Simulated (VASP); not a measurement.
# Ni (Fm-3m) in VASP: a series of runs

Ni is run at these levels: PBE; tasks: single point, relaxation of cell and atoms.

Program: VASP 6.6.1. These are calculated values, not measurements. Logs are shortened: lines on timing, memory, paths and dates and some standing lists are left out, and cuts for length are marked.

### Step 1. The cell of the first run

It takes space group Fm-3m (No. 225, cubic). Conventional cell: a = 3.520 Å, b = 3.520 Å, c = 3.520 Å, α = 90.00°, β = 90.00°, γ = 90.00°. Within 3.3 Å of Ni (site symmetry m-3m) lie 12 Ni at 2.49 Å.

### Step 2. Single point, PBE, collinear spin, ferromagnetic start

INCAR reads:

```
PREC = Accurate
ENCUT = 600
EDIFF = 1E-6
ISMEAR = -1
SIGMA = 0.05
LREAL = False
LASPH = True
NELM = 200
ALGO = Normal
ISIF = 2
LWAVE = False
LCHARG = False
ISPIN = 2
MAGMOM = 0.8
LORBIT = 11
LMAXMIX = 4
GGA = PE
NBANDS = 15
GGA_COMPAT = False
```

KPOINTS reads:

```
regular mesh
0
Gamma
  15 15 15
```

POSCAR reads:

```
Ni
1.0
    0.0000000000      1.7598597236      1.7598597236
    1.7598597236      0.0000000000      1.7598597236
    1.7598597236      1.7598597236      0.0000000000
Ni
1
Direct
    0.0000000000      0.0000000000      0.0000000000
```

Potentials or basis: VASP PAW PBE potentials, release 64 (Ni).

The run is started by

```
> cat potpaw_PBE.64/Ni/POTCAR > POTCAR
> mpirun -np 1 vasp_std > vasp.out
```

OUTCAR:

```text
PREC = Accurate
   ENCUT = 600
   EDIFF = 1E-6
   ISMEAR = -1
   LREAL = False
   LASPH = True
   NELM = 200
   ISIF = 2
   ISPIN = 2
   LORBIT = 11
   GGA = PE

 ion  position               nearest neighbor table
   1  0.000  0.000  0.000-

  LATTYP: Found a face centered cubic cell.
 ALAT       =     3.5197194472

  Lattice vectors:

 A1 = (   0.0000000000,   1.7598597236,   1.7598597236)
 A2 = (   1.7598597236,   0.0000000000,   1.7598597236)
 A3 = (   1.7598597236,   1.7598597236,   0.0000000000)

Analysis of symmetry for initial positions (statically):
=====================================================================
 Subroutine PRICEL returns:
 Original cell was already a primitive cell.

 Routine SETGRP: Setting up the symmetry group for a
 face centered cubic supercell.

 Subroutine GETGRP returns: Found 48 space group operations
 (whereof 48 operations were pure point group operations)
 out of a pool of 48 trial point group operations.

The static configuration has the point symmetry O_h .

Analysis of symmetry for dynamics (positions and initial velocities):
=====================================================================
 Subroutine PRICEL returns:
 Original cell was already a primitive cell.

 Routine SETGRP: Setting up the symmetry group for a
 face centered cubic supercell.

 Subroutine GETGRP returns: Found 48 space group operations
 (whereof 48 operations were pure point group operations)
 out of a pool of 48 trial point group operations.

The dynamic configuration has the point symmetry O_h .

Analysis of structural, dynamic, and magnetic symmetry:
=====================================================================
 Subroutine PRICEL returns:
 Original cell was already a primitive cell.

 Routine SETGRP: Setting up the symmetry group for a
 face centered cubic supercell.

 Subroutine GETGRP returns: Found 48 space group operations
 (whereof 48 operations were pure point group operations)
 out of a pool of 48 trial point group operations.

The overall configuration has the point symmetry O_h .

 Subroutine INISYM returns: Found 48 space group operations
 (whereof 48 operations are pure point group operations),
 and found     1 'primitive' translations

----------------------------------------------------------------------------------------

                                     Primitive cell

  volume of cell :      10.9009

  direct lattice vectors                    reciprocal lattice vectors
     0.000000000  1.759859724  1.759859724    -0.284113554  0.284113554  0.284113554
     1.759859724  0.000000000  1.759859724     0.284113554 -0.284113554  0.284113554
     1.759859724  1.759859724  0.000000000     0.284113554  0.284113554 -0.284113554

  length of vectors
     2.488817489  2.488817489  2.488817489     0.492099110  0.492099110  0.492099110

  position of ions in fractional coordinates (direct lattice)
     0.000000000  0.000000000  0.000000000

  ion indices of the primitive-cell ions
   primitive index   ion index
                 1           1

----------------------------------------------------------------------------------------

 KPOINTS: regular mesh

Automatic generation of k-mesh.
 Grid dimensions read from file:
 generate k-points for:   15   15   15

 Generating k-lattice:

  Cartesian coordinates                     Fractional coordinates (reciprocal lattice)
    -0.018940904  0.018940904  0.018940904     0.066666667  0.000000000  0.000000000
     0.018940904 -0.018940904  0.018940904     0.000000000  0.066666667  0.000000000
     0.018940904  0.018940904 -0.018940904     0.000000000  0.000000000  0.066666667

  Length of vectors
     0.032806607  0.032806607  0.032806607

  Shift w.r.t. Gamma in fractional coordinates (k-lattice)
     0.000000000  0.000000000  0.000000000

 Subroutine IBZKPT returns following result:
 ===========================================

 Found    120 irreducible k-points:

 Following reciprocal coordinates:
            Coordinates               Weight
  0.000000  0.000000  0.000000      1.000000
  0.066667  0.000000  0.000000      8.000000
  0.133333  0.000000  0.000000      8.000000
  0.200000  0.000000  0.000000      8.000000
  0.266667  0.000000  0.000000      8.000000
  0.333333  0.000000  0.000000      8.000000
[... 16 lines left out ...]
  0.133333  0.133333  0.000000      6.000000
  0.200000  0.133333  0.000000     24.000000
 [... further k-points ...]
   k-points           NKPTS =    120   k-points in BZ     NKDIM =    120   number of bands    NBANDS=     15
   number of dos      NEDOS =    301   number of ions     NIONS =      1
   total plane-waves  NPLWV =   8000
   dimension x,y,z NGX =    20 NGY =   20 NGZ =   20
   dimension x,y,z NGXF=    40 NGYF=   40 NGZF=   40
   ions per type =               1
   NGX,Y,Z   is equivalent  to a cutoff of  13.36, 13.36, 13.36 a.u.
   NGXF,Y,Z  is equivalent  to a cutoff of  26.72, 26.72, 26.72 a.u.
 SYSTEM =  unknown system
   PREC   = accura    normal or accurate (medium, high low for compatibility)
   ISTART =      0    job   : 0-new  1-cont  2-samecut
   ICHARG =      2    charge: 1-file 2-atom 10-const
   ISPIN  =      2    spin polarized calculation?
   LNONCOLLINEAR =      F non collinear calculations
   LSORBIT =      F    spin-orbit coupling
   LASPH  =      T    aspherical Exc in radial PAW
   ENCUT  =  600.0 eV  44.10 Ry    6.64 a.u.   4.97  4.97  4.97*2*pi/ulx,y,z
   NELM   =    200;   NELMIN=  2; NELMDL= -5     # of ELM steps
   EDIFF  = 0.1E-05   stopping-criterion for ELM
   LREAL  =      F    real-space projection
   EDIFFG = 0.1E-04   stopping-criterion for IOM
   NSW    =      0    number of steps for IOM
   IBRION =     -1    ionic relax: 0-MD 1-quasi-New 2-CG
   NFREE  =      0    steps in history (QN), initial steepest desc. (CG)
   ISIF   =      2    stress and relaxation
   ISYM   =      2    0-nonsym 1-usesym 2-fastsym
   POTIM  = 0.5000    time-step for ionic-motion
   TEBEG  =    0.0;   TEEND  =   0.0 temperature during run
   PSTRESS=    0.0 pullay stress
   NELECT =      10.0000    total number of electrons
   NUPDOWN=      -1.0000    fix difference up-down
   EMIN   =  10.00;   EMAX   =-10.00  energy-range for DOS
   EFERMI =   0.00;   METHOD = LEGACY
   ISMEAR =    -1;   SIGMA  =   0.05  broadening in eV -4-tet -1-fermi 0-gaus
   EFERMI_NEDOS =   21; number of points for ismear=-14 and -15
   IALGO  =     38    algorithm
   IMIX   =      4    mixing-type and parameters
     AMIX     =   0.40;   BMIX     =  1.00
     AMIX_MAG =   1.60;   BMIX_MAG =  1.00
  volume/ion in A,a.u.               =      10.90        73.56
  Fermi-wavevector in a.u.,A,eV,Ry     =   1.590695  3.005977 34.426944  2.530309
  Thomas-Fermi vector in A             =   2.689350
   LORBIT       =     11    0 simple, 1 ext, 2 COOP (PROOUT), +10 PAW based schemes
   GGA     = PE    functional components
   LHFCALC =     F    Hartree Fock is set to
   AEXX    =    0.0000 exact exchange contribution
   IVDW    =     0    specifies the selected vdW correction
   LEPSILON=     F    determine dielectric tensor
   LRPA    =     F    only Hartree local field effects (RPA)
 spin polarized calculation
  energy-cutoff  :      600.00
  volume of cell :       10.90
 maximum number of plane-waves:       375
   NGX =  9   NGY =  9   NGZ =  9

 number of electron      10.0000009 magnetization       0.6431233

 Free energy of the ion-electron system (eV)
  ---------------------------------------------------
  ext. energy  EPLUGINS =         0.00000000
  ---------------------------------------------------
  free energy    TOTEN  =        -5.47835753 eV

  energy without entropy =       -5.46442928  energy(sigma->0) =       -5.47139340

 E-fermi :   9.3470     XC(G=0): -13.2443

 val. band max:        9.3469652950   @ k =  -0.4667   0.3333   0.1333
 cond. band min:       9.3571633121   @ k =   0.4000   0.0000   0.0000
 fundamental gap:      0.0101980171
 Fermi energy:         9.3470189806

 spin component 1

 k-point     1 :       0.0000    0.0000    0.0000
  band No.  band energies     occupation
      1       0.3516      1.00000
      2       6.9067      1.00000
      3       6.9067      1.00000
      4       6.9067      1.00000
      5       8.0823      1.00000
      6       8.0823      1.00000
      7      33.0569      0.00000
      8      36.9010      0.00000
      9      36.9010      0.00000
     10      36.9010      0.00000
     11      39.8299      0.00000
     12      39.8299      0.00000
     13      39.8299      0.00000
     14      42.8047      0.00000
     15      49.0751      0.00000

 k-point     2 :       0.0667    0.0000    0.0000
  band No.  band energies     occupation
      1       0.5252      1.00000
      2       6.8625      1.00000
      3       6.9451      1.00000
      4       6.9451      1.00000
      5       8.0661      1.00000
      6       8.0661      1.00000
      7      32.4412      0.00000
      8      34.9930      0.00000
      9      36.4951      0.00000
     10      36.4951      0.00000
     11      40.4327      0.00000
     12      40.4327      0.00000
     13      40.9421      0.00000
     14      44.2633      0.00000
     15      47.5057      0.00000
[... 365 lines left out ...]
      3       7.1599      1.00000
      4       7.1599      1.00000
      5       7.8048      1.00000
      6       8.1960      1.00000
      7      31.6358      0.00000
      8      32.6929      0.00000
      9      32.6929      0.00000
     10      33.9346      0.00000
     11      40.4363      0.00000
     12      43.2296      0.00000
     13      43.9630      0.00000
     14      43.9630      0.00000
     15      47.6284      0.00000

 k-point    24 :       0.2000    0.1333    0.0000
  band No.  band energies     occupation
      1       1.8503      1.00000
      2       6.4439      1.00000
      3       7.2616      1.00000
      4       7.2862      1.00000
      5       7.7381      1.00000
      6       8.2550      1.00000
      7      29.0122      0.00000
      8      31.5781      0.00000
      9      32.0379      0.00000
     10      34.3200      0.00000
     11      38.6953      0.00000
     12      43.2148      0.00000
     13      44.9379      0.00000
     14      45.5404      0.00000
     15      50.3347      0.00000

 [... further k-points ...]

 spin component 2

 k-point     1 :       0.0000    0.0000    0.0000
  band No.  band energies     occupation
      1       0.3177      1.00000
      2       7.6794      1.00000
      3       7.6794      1.00000
      4       7.6794      1.00000
      5       8.6838      1.00000
      6       8.6838      1.00000
      7      32.8927      0.00000
      8      36.8836      0.00000
      9      36.8836      0.00000
     10      36.8836      0.00000
     11      39.9351      0.00000
     12      39.9351      0.00000
     13      39.9351      0.00000
     14      42.6797      0.00000
     15      49.2786      0.00000

 k-point     2 :       0.0667    0.0000    0.0000
  band No.  band energies     occupation
      1       0.4915      1.00000
      2       7.6291      1.00000
      3       7.7193      1.00000
      4       7.7193      1.00000
      5       8.6667      1.00000
      6       8.6667      1.00000
      7      32.3451      0.00000
      8      34.9661      0.00000
      9      36.5091      0.00000
     10      36.5091      0.00000
     11      40.5001      0.00000
     12      40.5001      0.00000
     13      40.9382      0.00000
     14      44.2027      0.00000
     15      47.6769      0.00000
[... 365 lines left out ...]
      3       7.9421      1.00000
      4       7.9421      1.00000
      5       8.3864      1.00000
      6       8.8016      0.99998
      7      31.5969      0.00000
      8      32.7713      0.00000
      9      32.7713      0.00000
     10      33.8663      0.00000
     11      40.6444      0.00000
     12      43.2407      0.00000
     13      43.9207      0.00000
     14      43.9207      0.00000
     15      47.5419      0.00000

 k-point    24 :       0.2000    0.1333    0.0000
  band No.  band energies     occupation
      1       1.8224      1.00000
      2       7.1722      1.00000
      3       8.0081      1.00000
      4       8.0650      1.00000
      5       8.3480      1.00000
      6       8.8715      0.99993
      7      29.0838      0.00000
      8      31.6632      0.00000
      9      32.0053      0.00000
     10      34.2929      0.00000
     11      38.9072      0.00000
     12      43.1984      0.00000
     13      44.8764      0.00000
     14      45.4948      0.00000
     15      50.3816      0.00000

 [... further k-points ...]
[... 5 lines left out ...]
  --------------------------------------------------------------------------------------
  -------------------------------------------------------------------------------------
  Total       -0.0163179     -0.0163179     -0.0163179      0.0000000      0.0000000     -0.0000000
  in kB       -2.3983469     -2.3983469     -2.3983469      0.0000000      0.0000000     -0.0000000
  external PRESSURE =      -2.3983469 kB  Pullay stress =       0.0000000 kB

 VOLUME and BASIS-vectors are now :
 -----------------------------------------------------------------------------
  energy-cutoff  :      600.00
  volume of cell :       10.90
      direct lattice vectors                 reciprocal lattice vectors
     0.000000000  1.759859724  1.759859724    -0.284113554  0.284113554  0.284113554
     1.759859724  0.000000000  1.759859724     0.284113554 -0.284113554  0.284113554
     1.759859724  1.759859724  0.000000000     0.284113554  0.284113554 -0.284113554

 POSITION                                       TOTAL-FORCE (eV/Angst)
 -----------------------------------------------------------------------------------
      0.00000      0.00000      0.00000        -0.000000     -0.000000     -0.000000
 -----------------------------------------------------------------------------------
    total drift:                                0.000000      0.000000      0.000000

  FREE ENERGIE OF THE ION-ELECTRON SYSTEM (eV)
  ---------------------------------------------------
  free  energy   TOTEN  =        -5.4783575269 eV

  energy  without entropy=       -5.4644292805  energy(sigma->0) =       -5.47139340

 total charge

# of ion       s       p       d       tot
------------------------------------------
    1        0.497   0.496   8.312   9.306

 magnetization (x)

# of ion       s       p       d       tot
------------------------------------------
    1       -0.006  -0.025   0.687   0.655
```

Run time: 38 s. Hardware: 1 thread of Intel Xeon Platinum 8259CL at 2.50GHz (Skylake/Cascade Lake), shared host; peak memory 0.15 GiB.

What came out:

```
Free energy                                           : -5.4784 eV
Pressure                                              : -0.2 GPa
Net moment                                            : 0.64 μB per cell
Site moments                                          : Ni +0.66 μB
Valence electrons inside the program's atomic spheres : Ni 9.31
```

Levels at points of the mesh, in eV from the Fermi level:
Spin up:
| k point | band 1 | band 2 | band 3 | band 4 | band 5 | band 6 | band 7 | band 8 | band 9 | band 10 |
| --- | --- | --- | --- | --- | --- | --- | --- | --- | --- | --- |
| (0.00, 0.00, 0.00) | -9.00 | -2.44 | -2.44 | -2.44 | -1.26 | -1.26 | 23.71 | 27.55 | 27.55 | 27.55 |
Spin down:
```tsv
k point	band 1	band 2	band 3	band 4	band 5	band 6	band 7	band 8	band 9	band 10
(0.00, 0.00, 0.00)	-9.03	-1.67	-1.67	-1.67	-0.66	-0.66	23.55	27.54	27.54	27.54
```

(Part 1 of 3 ends here.)
